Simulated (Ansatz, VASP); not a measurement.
## Two plane-wave programs on YbSe2

The input INCAR:

```
SYSTEM = YbSe2
PREC = Accurate ; ENCUT = 520
EDIFF = 1E-6 ; ISMEAR = 0
SIGMA = 0.05 ; LREAL = .FALSE.
LASPH = .TRUE. ; NELM = 150
ALGO = Normal ; ISIF = 2
LWAVE = .FALSE. ; LCHARG = .FALSE.
ISPIN = 2 ; MAGMOM = 0.05 0 0
LORBIT = 11 ; LMAXMIX = 6
GGA = PE ; NBANDS = 29
```

File KPOINTS:

```
Automatic mesh
0
G
  10 10 10
  0 0 0
```

Contents of POSCAR:

```
YbSe2
1.0
    0.0000000000      3.5186297138      3.5186297138
    3.5186297138      0.0000000000      3.5186297138
    3.5186297138      3.5186297138      0.0000000000
Yb Se
1 2
Direct
    0.0000000000      0.0000000000      0.0000000000
    0.2500000000      0.2500000000      0.2500000000
    0.7500000000      0.7500000000      0.7500000000
```

Input for Ansatz:

```yaml
crystal:
  lattice:
    - [0.0, 3.5186297138, 3.5186297138]
    - [3.5186297138, 0.0, 3.5186297138]
    - [3.5186297138, 3.5186297138, 0.0]
  atoms:
    - { symbol: Yb, position: [0.0, 0.0, 0.0], spin: 0.05 }
    - { symbol: Se, position: [0.25, 0.25, 0.25] }
    - { symbol: Se, position: [0.75, 0.75, 0.75] }
basis:
  ecutwfc: 420
  ecutrho_ratio: 4
kpoints:
  mp_grid: { grid: [10, 10, 10] }
hamiltonian:
  xc: pbe
scf:
  occupations: { method: gaussian, width: 0.05 }
output:
  forces: true
  stress: true
  eigenvalues: true
  populations: true
magnetization:
  spin_polarized: true
```

Alike in both runs: task single point; functional PBE; k mesh 10 × 10 × 10; occupations gaussian, width 0.05 eV; collinear spin.

|  | VASP | Ansatz |
| --- | --- | --- |
| version | VASP 6.6.1 | Ansatz 0.2.0 |
| potentials or method | VASP PAW PBE potentials, release 64 (Yb, Se), cutoff 520 eV | scalar-relativistic, plane waves, PAW |
| valence electrons in the cell | 36 | 56 |

```csv
,VASP,Ansatz,Ansatz less VASP
gap on the k mesh at the Fermi level (eV),none,none,-
pressure (GPa),-5.7,-3.9,+1.76
net moment per atom (μB),0.01,0.00,-0.007
```

A gap of «none» marks a metal or a gap that the smearing closes. The functional is the same, so the differences come from potentials, cutoffs and numerics. VASP's potentials hold 36 valence electrons a cell and Ansatz's 56, so a difference there can come from the potentials and not from the codes. Ansatz's warnings: given moment on shells, seeded moment not kept.

Spin-orbit coupling is off throughout.
